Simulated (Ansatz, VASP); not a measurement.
## HfN: VASP beside Ansatz

```xyz
2
Lattice="0.0000 2.2739 2.2739 2.2739 0.0000 2.2739 2.2739 2.2739 0.0000" Properties=species:S:1:pos:R:3 pbc="T T T"
Hf    2.2739    2.2739    2.2739
N     0.0000    0.0000    0.0000
```

Alike in both runs: functional PBE; k mesh 16 × 16 × 16; occupations gaussian, width 0.1 eV; no spin polarisation.

Ansatz relaxed the structure, and its values are those at the end. VASP's run is a single point on that final structure, the one shown.

```csv
,VASP,Ansatz
version,VASP 6.6.1,Ansatz 0.2.0
potentials or method,"VASP PAW PBE potentials, release 64 (Hf_pv, N), cutoff 520 eV","scalar-relativistic, plane waves, PAW"
valence electrons in the cell,15,31
```

Ansatz gave:

```
gap on the k mesh at the Fermi level (eV) : none
pressure (GPa)                            : 0.0
```

Task: Estimate VASP's values.

Result: gap on the k mesh at the Fermi level (eV): none; pressure (GPa): -2.3.

A gap of «none» marks a metal or a gap that the smearing closes. The functional is the same, so the differences come from potentials, cutoffs and numerics. VASP's potentials hold 15 valence electrons a cell and Ansatz's 31, so a difference there can come from the potentials and not from the codes.

Spin-orbit coupling is off throughout.
